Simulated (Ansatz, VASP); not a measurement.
# One calculation of C, two programs

File POSCAR:

```
C
1.0
    0.0000000000      1.7977502801      1.7977502801
    1.7977502801      0.0000000000      1.7977502801
    1.7977502801      1.7977502801      0.0000000000
C
2
Direct
    0.0000000000      0.0000000000      0.0000000000
    0.2500000000      0.2500000000      0.2500000000
```

Contents of INCAR.step1:

```
SYSTEM = C
PREC = Accurate
ENCUT = 520
ISMEAR = 0
SIGMA = 0.01
LREAL = .False.
LASPH = .True.
NELM = 60
NBANDS = 11
GGA = PE
ALGO = Normal
EDIFF = 1E-4
LWAVE = .True.
LCHARG = .False.
```

INCAR.step2

```
SYSTEM = C
PREC = Accurate
ENCUT = 520
EDIFF = 1E-6
ISMEAR = 0
SIGMA = 0.01
LREAL = .False.
LASPH = .True.
NELM = 60
ALGO = Normal
ISIF = 2
LWAVE = .False.
LCHARG = .False.
METAGGA = R2SCAN
LMIXTAU = .True.
NBANDS = 11
ISTART = 1
```

File KPOINTS:

```
regular mesh
0
Gamma
  10 10 10
  0 0 0
```

Input for Ansatz:

```yaml
crystal:
  lattice:
    - [0.0, 1.7977502801, 1.7977502801]
    - [1.7977502801, 0.0, 1.7977502801]
    - [1.7977502801, 1.7977502801, 0.0]
  atoms:
    - { symbol: C, position: [0.0, 0.0, 0.0] }
    - { symbol: C, position: [0.25, 0.25, 0.25] }
kpoints:
  mp_grid: { grid: [10, 10, 10] }
hamiltonian:
  xc: r2scan
scf:
  occupations: { method: fixed }
  n_extra_bands: 4
output:
  forces: true
  stress: true
  eigenvalues: true
```

Alike in both runs: task single point; functional r2SCAN; k mesh 10 × 10 × 10; no spin polarisation.

|  | VASP | Ansatz |
| --- | --- | --- |
| version | VASP 6.6.1 | Ansatz 0.2.0 |
| potentials or method | VASP PAW PBE potentials, release 64 (C) | plane waves, PAW |
| plane-wave cutoff (eV) | 520 | 500 |
| occupations | gaussian, width 0.01 eV | fixed |
| valence electrons in the cell | 8 | 8 |

|  | VASP | Ansatz | Ansatz less VASP |
| --- | --- | --- | --- |
| gap on the k mesh at the Fermi level (eV) | 4.31 | 4.34 | +0.026 |
| pressure (GPa) | -11.6 | -12.6 | -1.00 |

VASP's potentials were made for PBE, not for r2SCAN.
